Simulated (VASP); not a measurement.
Input of a VASP 6.6.1 run:

INCAR

```
SYSTEM = Ba
ALGO     = Normal         ! electronic algorithm
EDIFF    = 1E-7           ! SCF threshold, eV
ENCUT    = 520            ! plane-wave cutoff, eV
GGA      = CA             ! functional
ISIF     = 2              ! what is computed and relaxed
ISMEAR   = 1              ! smearing method
LASPH    = .TRUE.         ! aspherical terms in the spheres
LCHARG   = .FALSE.        ! write CHGCAR
LREAL    = .FALSE.        ! projectors in reciprocal space
LWAVE    = .FALSE.        ! write WAVECAR
NBANDS   = 11             ! bands
NELM     = 60             ! most SCF steps
PREC     = Accurate       ! precision mode
SIGMA    = 0.05           ! smearing width, eV
```

KPOINTS

```
k-points
0
G
  6 6 6
  0 0 0
```

The input POSCAR:

```
Ba
1.0
    4.1381810000      0.0000000000      0.0000000000
    0.0000000000      4.1381810000      0.0000000000
    0.0000000000      0.0000000000      4.1381810000
Ba
1
Direct
    0.0000000000      0.0000000000      0.0000000000
```

Potentials or basis: VASP PAW LDA potentials, release 64 (Ba_sv).

Command:

```bash
$ cat potpaw_LDA.64/Ba_sv/POTCAR > POTCAR
$ mpirun -np 1 vasp_std > vasp.out
```

Question: What does it give for the band gap on the k mesh?

Answer: Zero (band 5 reaches 1.06 eV, above the bottom of band 6 at 1.03 eV).

Question: What does it give for the pressure?

Answer: -1.6 GPa.

Caveat: spin-orbit coupling is left out, which moves the levels of the heavy elements.
